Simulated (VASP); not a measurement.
Input of a VASP 6.6.1 run:

File INCAR:

```
SYSTEM = GaAs
PREC = Accurate
ENCUT = 600
EDIFF = 1E-7
ISMEAR = -1
SIGMA = 0.02
LREAL = .False.
LASPH = .True.
NELM = 100
ALGO = Normal
ISIF = 3
LWAVE = .False.
LCHARG = .False.
GGA = CA
IBRION = 2
NSW = 80
EDIFFG = -0.005
```

Contents of KPOINTS:

```
regular mesh
0
Gamma
  8 8 8
  0 0 0
```

The input POSCAR:

```
GaAs
1.0
    0.0000000000      2.8722543143      2.8722543143
    2.8722543143      0.0000000000      2.8722543143
    2.8722543143      2.8722543143      0.0000000000
Ga As
1 1
Direct
    0.0000000000      0.0000000000      0.0000000000
    0.2500000000      0.2500000000      0.2500000000
```

Potentials or basis: VASP PAW LDA potentials, release 64 (Ga_d, As).

Command:

```console
$ cat potpaw_LDA.64/Ga_d/POTCAR potpaw_LDA.64/As/POTCAR > POTCAR
$ mpirun -np 1 vasp_std > vasp.out
```

(1) What does it give for the relaxed cell?

(2) Predict the space group after relaxing (to 0.05 Å).

(3) What does it give for the band gap on the k mesh?

(4) What does it give for the relaxed volume?

Results:

(1) a = 3.967 Å, b = 3.967 Å, c = 3.967 Å, α = 60.00°, β = 60.00°, γ = 60.00°.

(2) F-43m (No. 216).

(3) 0.51 eV, direct.

(4) 22.06 Å³/atom.
